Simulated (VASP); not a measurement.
A run of VASP 6.6.1:

File POSCAR:

```
Mo
1.0
    2.7488179334      0.0000000000      0.0000000000
   -1.3744089667      2.3805461607      0.0000000000
    0.0000000000      0.0000000000      2.5339005368
Mo
1
Direct
    0.0000000000      0.0000000000      0.5000000000
```

The input INCAR.step1:

```
SYSTEM = Mo
ALGO = Normal
EDIFF = 1E-4
ENCUT = 520
GGA = PE
ISMEAR = 0
LASPH = .True.
LCHARG = .False.
LREAL = .False.
LWAVE = .True.
NBANDS = 13
NELM = 60
PREC = Accurate
SIGMA = 0.1
```

The input INCAR.step2:

```
SYSTEM = Mo
ALGO = Normal
EDIFF = 1E-6
ENCUT = 520
ISIF = 2
ISMEAR = 0
ISTART = 1
LASPH = .True.
LCHARG = .True.
LELF = .True.
LMIXTAU = .True.
LREAL = .False.
LVHAR = .True.
LWAVE = .False.
METAGGA = R2SCAN
NBANDS = 13
NELM = 60
PREC = Accurate
SIGMA = 0.1
```

The input KPOINTS:

```
k-points
0
Gamma
  18 18 16
  0 0 0
```

Potentials or basis: VASP PAW PBE potentials, release 64 (Mo_sv).

The run is started by

```bash
$ cat potpaw_PBE.64/Mo_sv/POTCAR > POTCAR
$ cp INCAR.step1 INCAR
$ mpirun -np 1 vasp_std > vasp.out
$ cp INCAR.step2 INCAR
$ mpirun -np 1 vasp_std > vasp.out
```

Hardware: 1 thread of Intel(R) Xeon(R) 6975P-C (Granite Rapids) (shared host).

Question: Estimate the wall time of this run.

Answer: Wall time 84 s on 1 thread of Intel(R) Xeon(R) 6975P-C (Granite Rapids) (shared host), peak memory 0.18 GiB. Counts: k points 333.
